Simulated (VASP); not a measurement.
Crystal: HfN.

```
Hf N
1.0
     0.00000    2.25600    2.25600
     2.25600    0.00000    2.25600
     2.25600    2.25600    0.00000
Hf N
1 1
Direct
  0.00000 0.00000 0.00000
  0.50000 0.50000 0.50000
```

- Program: VASP 6.6.1
- Task: relaxation of cell and atoms
- Functional: LDA
- Potentials or basis: VASP PAW LDA potentials, release 64 (Hf_pv, N)
- Cutoff: 600 eV
- k mesh: 10 × 10 × 10
- Occupations: fermi-dirac, width 0.1 eV
- Spin: no spin polarisation

At the start: pressure -9.5 GPa; volume 11.48 Å³/atom.

Q: Where does the relaxation end?

A: Over 4 steps the energy falls by 11.5 meV/atom and the volume is 11.11 Å³/atom (-3.3 %); space group Fm-3m (No. 225, to 0.05 Å).

The path:
| step | energy change (eV) | largest force (eV/Å) | pressure (GPa) | volume (Å³) |
| --- | --- | --- | --- | --- |
| 1 | 0.0000 | 0.0000 | -9.50 | 22.96 |
| 2 | 0.0774 | 0.0000 | 23.78 | 20.78 |
| 3 | -0.0230 | 0.0000 | -0.23 | 22.23 |
| 4 | -0.0230 | 0.0000 | -0.02 | 22.21 |

Final structure:
```
CELL_PARAMETERS angstrom
0.00000 2.23114 2.23114
2.23114 0.00000 2.23114
2.23114 2.23114 0.00000
ATOMIC_POSITIONS crystal
Hf 0.00000 0.00000 0.00000
N 0.50000 0.50000 0.50000
```
